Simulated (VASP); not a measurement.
# Ti3O4 (P1) in VASP: single point with PBEsol

Aim: the single point of Ti3O4 with PBEsol.

All numbers are computed with VASP 6.6.1; they aren't measurements. Logs are shortened: lines on timing, memory, paths and dates and some standing lists are left out, and cuts for length are marked.

## Step 1: The cell of the first run

The typed cell holds 7 atoms: a = 4.973 Å, b = 4.973 Å, c = 2.969 Å, α = 90.00°, β = 90.00°, γ = 108.29°.

## Step 2: Single point, PBEsol (atoms moved at random)

INCAR

```
PREC = Accurate
ENCUT = 600
EDIFF = 1E-6
ISMEAR = 0
SIGMA = 0.15
LREAL = F
LASPH = T
NELM = 120
ALGO = Normal
ISIF = 2
LWAVE = F
LCHARG = F
GGA = PS
NBANDS = 39
GGA_COMPAT = F
```

KPOINTS

```
regular mesh
0
Gamma
  8 8 14
```

POSCAR

```
Ti3O4
1.0
    2.9128162286     -4.0303540220      0.0000000000
    2.9128162286      4.0303540220      0.0000000000
    0.0000000000      0.0000000000      2.9690273773
Ti O
3 4
Direct
   -0.0130352610     -0.0059281569      0.4997130414
    0.4893523597     -0.0488366345      0.0703121316
    0.0462269667      0.5145773181      0.0446769875
    0.7641999212      0.7569602604     -0.0448412611
    0.2779340857      0.7723379604      0.4756478374
    0.2085202526      0.2662579883     -0.0871729698
    0.7268016749      0.2446312643      0.5416642330
```

Potentials or basis: VASP PAW PBE potentials, release 64 (Ti_sv, O).

Command:

```console
> cat potpaw_PBE.64/Ti_sv/POTCAR potpaw_PBE.64/O/POTCAR > POTCAR
> mpirun -np 1 vasp_std > vasp.out
```

OUTCAR:

```text
PREC = Accurate
   ENCUT = 600
   EDIFF = 1E-6
   ISMEAR = 0
   LREAL = F
   LASPH = T
   NELM = 120
   ISIF = 2
   GGA = PS

 ion  position               nearest neighbor table
   1  0.987  0.994  0.500-   6 1.90   4 1.90   7 2.06   5 2.08   4 2.10   6 2.27   2 2.73   3 2.84
                             3 2.85   2 2.87
   2  0.489  0.951  0.070-   5 1.66   4 1.94   7 2.10   5 2.10   7 2.21   3 2.56   1 2.73   1 2.87

   3  0.046  0.515  0.045-   6 1.72   5 1.92   4 2.13   5 2.21   7 2.27   7 2.28   2 2.56   1 2.84
                             1 2.85
   4  0.764  0.757  0.955-   1 1.90   2 1.94   1 2.10   3 2.13
   5  0.278  0.772  0.476-   2 1.66   3 1.92   1 2.08   2 2.10   3 2.21
   6  0.209  0.266  0.913-   3 1.72   1 1.90   1 2.27
   7  0.727  0.245  0.542-   1 2.06   2 2.10   2 2.21   3 2.27   3 2.28

  LATTYP: Found a base centered orthorhombic cell.
 ALAT       =     5.8256324572
 B/A-ratio  =     1.3836623067
 C/A-ratio  =     0.5096489350

  Lattice vectors:

 A1 = (   2.9128162286,  -4.0303540220,   0.0000000000)
 A2 = (   2.9128162286,   4.0303540220,   0.0000000000)
 A3 = (   0.0000000000,   0.0000000000,   2.9690273773)

Analysis of symmetry for initial positions (statically):
=====================================================================
 Subroutine PRICEL returns:
 Original cell was already a primitive cell.

 Routine SETGRP: Setting up the symmetry group for a
 base centered orthorhombic supercell.

 Subroutine GETGRP returns: Found  1 space group operations
 (whereof  1 operations were pure point group operations)
 out of a pool of  8 trial point group operations.

The static configuration has the point symmetry C_1 .

Analysis of symmetry for dynamics (positions and initial velocities):
=====================================================================
 Subroutine PRICEL returns:
 Original cell was already a primitive cell.

 Routine SETGRP: Setting up the symmetry group for a
 base centered orthorhombic supercell.

 Subroutine GETGRP returns: Found  1 space group operations
 (whereof  1 operations were pure point group operations)
 out of a pool of  8 trial point group operations.

The dynamic configuration has the point symmetry C_1 .

 Subroutine INISYM returns: Found  1 space group operations
 (whereof  1 operations are pure point group operations),
 and found     1 'primitive' translations

----------------------------------------------------------------------------------------

                                     Primitive cell

  volume of cell :      69.7109

  direct lattice vectors                    reciprocal lattice vectors
     2.912816229 -4.030354022  0.000000000     0.171655182 -0.124058581  0.000000000
     2.912816229  4.030354022  0.000000000     0.171655182  0.124058581  0.000000000
     0.000000000  0.000000000  2.969027377     0.000000000  0.000000000  0.336810636

  length of vectors
     4.972750941  4.972750941  2.969027377     0.211792429  0.211792429  0.336810636

  position of ions in fractional coordinates (direct lattice)
     0.986964739  0.994071843  0.499713041
     0.489352360  0.951163366  0.070312132
     0.046226967  0.514577318  0.044676987
     0.764199921  0.756960260  0.955158739
     0.277934086  0.772337960  0.475647837
     0.208520253  0.266257988  0.912827030
     0.726801675  0.244631264  0.541664233

  ion indices of the primitive-cell ions
   primitive index   ion index
                 1           1
                 2           2
                 3           3
                 4           4
                 5           5
                 6           6
                 7           7

----------------------------------------------------------------------------------------

 KPOINTS: regular mesh

Automatic generation of k-mesh.
 Grid dimensions read from file:
 generate k-points for:    8    8   14

 Generating k-lattice:

  Cartesian coordinates                     Fractional coordinates (reciprocal lattice)
     0.021456898 -0.015507323  0.000000000     0.125000000  0.000000000  0.000000000
     0.021456898  0.015507323  0.000000000     0.000000000  0.125000000  0.000000000
     0.000000000  0.000000000  0.024057903     0.000000000  0.000000000  0.071428571

  Length of vectors
     0.026474054  0.026474054  0.024057903

  Shift w.r.t. Gamma in fractional coordinates (k-lattice)
     0.000000000  0.000000000  0.000000000

 Subroutine IBZKPT returns following result:
 ===========================================

 Found    452 irreducible k-points:

 Following reciprocal coordinates:
            Coordinates               Weight
  0.000000  0.000000  0.000000      1.000000
  0.125000 -0.000000  0.000000      2.000000
 -0.000000  0.125000  0.000000      2.000000
  0.250000 -0.000000  0.000000      2.000000
 -0.000000  0.250000  0.000000      2.000000
  0.375000  0.000000  0.000000      2.000000
[... 16 lines left out ...]
  0.375000  0.250000  0.000000      2.000000
  0.250000  0.375000  0.000000      2.000000
 [... further k-points ...]
   k-points           NKPTS =    452   k-points in BZ     NKDIM =    452   number of bands    NBANDS=     39
   number of dos      NEDOS =    301   number of ions     NIONS =      7
   total plane-waves  NPLWV =  38400
   dimension x,y,z NGX =    40 NGY =   40 NGZ =   24
   dimension x,y,z NGXF=    80 NGYF=   80 NGZF=   48
   ions per type =               3   4
   NGX,Y,Z   is equivalent  to a cutoff of  13.37, 13.37, 13.44 a.u.
   NGXF,Y,Z  is equivalent  to a cutoff of  26.75, 26.75, 26.88 a.u.
 SYSTEM =  unknown system
   PREC   = accura    normal or accurate (medium, high low for compatibility)
   ISTART =      0    job   : 0-new  1-cont  2-samecut
   ICHARG =      2    charge: 1-file 2-atom 10-const
   ISPIN  =      1    spin polarized calculation?
   LNONCOLLINEAR =      F non collinear calculations
   LSORBIT =      F    spin-orbit coupling
   LASPH  =      T    aspherical Exc in radial PAW
   ENCUT  =  600.0 eV  44.10 Ry    6.64 a.u.   9.93  9.93  5.93*2*pi/ulx,y,z
   NELM   =    120;   NELMIN=  2; NELMDL= -5     # of ELM steps
   EDIFF  = 0.1E-05   stopping-criterion for ELM
   LREAL  =      F    real-space projection
   EDIFFG = 0.1E-04   stopping-criterion for IOM
   NSW    =      0    number of steps for IOM
   IBRION =     -1    ionic relax: 0-MD 1-quasi-New 2-CG
   NFREE  =      0    steps in history (QN), initial steepest desc. (CG)
   ISIF   =      2    stress and relaxation
   ISYM   =      2    0-nonsym 1-usesym 2-fastsym
   POTIM  = 0.5000    time-step for ionic-motion
   TEBEG  =    0.0;   TEEND  =   0.0 temperature during run
   PSTRESS=    0.0 pullay stress
   NELECT =      60.0000    total number of electrons
   NUPDOWN=      -1.0000    fix difference up-down
   EMIN   =  10.00;   EMAX   =-10.00  energy-range for DOS
   EFERMI =   0.00;   METHOD = LEGACY
   ISMEAR =     0;   SIGMA  =   0.15  broadening in eV -4-tet -1-fermi 0-gaus
   EFERMI_NEDOS =   21; number of points for ismear=-14 and -15
   IALGO  =     38    algorithm
   IMIX   =      4    mixing-type and parameters
     AMIX     =   0.40;   BMIX     =  1.00
     AMIX_MAG =   1.60;   BMIX_MAG =  1.00
  volume/ion in A,a.u.               =       9.96        67.20
  Fermi-wavevector in a.u.,A,eV,Ry     =   1.557250  2.942776 32.994515  2.425028
  Thomas-Fermi vector in A             =   2.660928
   LORBIT       =      0    0 simple, 1 ext, 2 COOP (PROOUT), +10 PAW based schemes
   GGA     = PS    functional components
   LHFCALC =     F    Hartree Fock is set to
   AEXX    =    0.0000 exact exchange contribution
   IVDW    =     0    specifies the selected vdW correction
   LEPSILON=     F    determine dielectric tensor
   LRPA    =     F    only Hartree local field effects (RPA)
 non-spin polarized calculation
 Gauss-broadening in eV      SIGMA  =   0.15
  energy-cutoff  :      600.00
  volume of cell :       69.71
 maximum number of plane-waves:      2360
   NGX = 19   NGY = 19   NGZ = 11

 number of electron      59.9999988 magnetization

 Free energy of the ion-electron system (eV)
  ---------------------------------------------------
  ext. energy  EPLUGINS =         0.00000000
  ---------------------------------------------------
  free energy    TOTEN  =       -62.96743510 eV

  energy without entropy =      -62.92528515  energy(sigma->0) =      -62.94636013

 E-fermi :   9.4802     XC(G=0): -12.3341

 val. band max:        9.4797896509   @ k =   0.5000  -0.3750   0.2857
 cond. band min:       9.4805462461   @ k =   0.2500   0.5000  -0.2857
 fundamental gap:      0.0007565952
 Fermi energy:         9.4802337404

 k-point     1 :       0.0000    0.0000    0.0000
  band No.  band energies     occupation
      1     -48.2679      2.00000
      2     -48.0953      2.00000
      3     -47.9913      2.00000
      4     -25.5760      2.00000
      5     -25.1390      2.00000
      6     -24.7894      2.00000
[... 31 lines left out ...]
     38      11.8852      0.00000
     39      12.1459      0.00000

 k-point     2 :       0.1250   -0.0000    0.0000
  band No.  band energies     occupation
      1     -48.2646      2.00000
      2     -48.0987      2.00000
      3     -47.9913      2.00000
      4     -25.5609      2.00000
      5     -25.1350      2.00000
      6     -24.7798      2.00000
[... 31 lines left out ...]
     38      11.8732      0.00000
     39      12.1459      0.00000

 k-point     3 :      -0.0000    0.1250    0.0000
  band No.  band energies     occupation
      1     -48.2659      2.00000
      2     -48.0956      2.00000
      3     -47.9930      2.00000
      4     -25.5642      2.00000
      5     -25.1217      2.00000
      6     -24.7918      2.00000
[... 832 lines left out ...]
 k-point    23 :       0.3750    0.2500    0.0000
  band No.  band energies     occupation
      1     -48.2435      2.00000
      2     -48.1122      2.00000
      3     -47.9998      2.00000
      4     -25.4581      2.00000
      5     -25.0569      2.00000
      6     -24.7121      2.00000
[... 31 lines left out ...]
     38      12.0069      0.00000
     39      12.4782      0.00000

 k-point    24 :       0.2500    0.3750    0.0000
  band No.  band energies     occupation
      1     -48.2477      2.00000
      2     -48.1033      2.00000
      3     -48.0045      2.00000
      4     -25.4688      2.00000
      5     -25.0017      2.00000
      6     -24.7661      2.00000
[... 31 lines left out ...]
     38      12.0266      0.00000
     39      12.5466      0.00000

 [... further k-points ...]

------------------------ aborting loop because EDIFF is reached ----------------------------------------

  FORCE on cell =-STRESS in cart. coord.  units (eV):
  Direction    XX          YY          ZZ          XY          YZ          ZX
  --------------------------------------------------------------------------------------
  -------------------------------------------------------------------------------------
  Total       10.1916679      9.1364220      9.4217154      0.1508527      2.8561697     -2.4742693
  in kB      234.2369291    209.9840231    216.5409733      3.4670741     65.6438603    -56.8665743
  external PRESSURE =     220.2539751 kB  Pullay stress =       0.0000000 kB

 VOLUME and BASIS-vectors are now :
 -----------------------------------------------------------------------------
  energy-cutoff  :      600.00
  volume of cell :       69.71
      direct lattice vectors                 reciprocal lattice vectors
     2.912816229 -4.030354022  0.000000000     0.171655182 -0.124058581  0.000000000
     2.912816229  4.030354022  0.000000000     0.171655182  0.124058581  0.000000000
     0.000000000  0.000000000  2.969027377     0.000000000  0.000000000  0.336810636

 POSITION                                       TOTAL-FORCE (eV/Angst)
 -----------------------------------------------------------------------------------
      5.77040      0.02864      1.48366         0.076878      0.388938     -1.707744
      4.19596      1.86126      0.20876         6.601363      1.022045     -6.313205
      1.63352      1.88762      0.13265        -2.045832      5.237686     -1.610711
      4.43086     -0.02918      2.83589        -0.655165     -0.428676      1.612882
      3.05925      1.99262      1.41221        -4.390768     -0.696453      7.257055
      1.38294      0.23270      2.71021        -0.093255     -4.657798      1.216118
      2.82961     -1.94332      1.60822         0.506778     -0.865743     -0.454394
 -----------------------------------------------------------------------------------
    total drift:                               -0.000296     -0.000241      0.000056

  FREE ENERGIE OF THE ION-ELECTRON SYSTEM (eV)
  ---------------------------------------------------
  free  energy   TOTEN  =       -62.9674351027 eV

  energy  without entropy=      -62.9252851547  energy(sigma->0) =      -62.94636013
```

Wall time 43 min (1 thread of Intel Xeon 8259CL, shared host); peak memory 1.1 GiB.

What came out:

```yaml
Free_energy: -62.9674 eV
Pressure: 22.0 GPa
Largest_force: 9.191 eV/Å
Band_gap_on_the_k_mesh: zero (bands 30 and 31 overlap by 0.63 eV)
```

Forces in eV/Å, atoms in the order of the input:
```
Ti   0.077  0.389 -1.708
Ti   6.601  1.022 -6.313
Ti  -2.046  5.238 -1.611
O   -0.655 -0.429  1.613
O   -4.391 -0.696  7.257
O   -0.093 -4.658  1.216
O    0.507 -0.866 -0.454
```

Stress tensor (GPa, compression positive):
```
23.42  0.35 -5.69
 0.35 21.00  6.56
-5.69  6.56 21.65
```

Levels at points of the mesh, in eV from the Fermi level:
| k point | band 27 | band 28 | band 29 | band 30 | band 31 | band 32 | band 33 | band 34 |
| --- | --- | --- | --- | --- | --- | --- | --- | --- |
| (0.00, 0.00, 0.00) | -4.27 | -4.10 | -1.87 | 0.05 | 0.41 | 0.73 | 1.03 | 1.42 |
| (0.50, 0.00, 0.00) | -4.57 | -4.22 | -1.28 | -0.11 | 0.09 | 0.52 | 0.90 | 1.16 |
| (0.00, 0.50, 0.00) | -4.60 | -4.12 | -1.39 | -0.22 | 0.25 | 0.59 | 0.87 | 0.96 |
| (0.50, 0.50, 0.00) | -4.71 | -4.52 | -1.80 | -0.44 | 0.11 | 0.79 | 0.96 | 1.28 |
| (0.00, 0.00, 0.50) | -5.12 | -4.62 | -0.15 | 0.17 | 0.56 | 0.89 | 0.98 | 1.49 |
| (0.50, 0.00, 0.50) | -5.22 | -4.46 | -1.30 | -0.13 | 0.66 | 1.06 | 1.31 | 1.90 |
| (0.00, 0.50, 0.50) | -4.93 | -4.61 | -1.13 | 0.08 | 0.35 | 0.79 | 1.16 | 1.89 |
| (0.50, 0.50, 0.50) | -4.98 | -4.57 | -1.41 | -0.97 | 0.88 | 1.78 | 1.94 | 1.99 |

Caveat: the cell differs from its parent crystal (atoms moved at random); the cell stands under pressure; the PAW data sets were made with another functional, which shifts forces and pressure a little; semilocal functionals often make such compounds metallic where correlation or magnetic order opens a gap, which also shifts bond lengths.
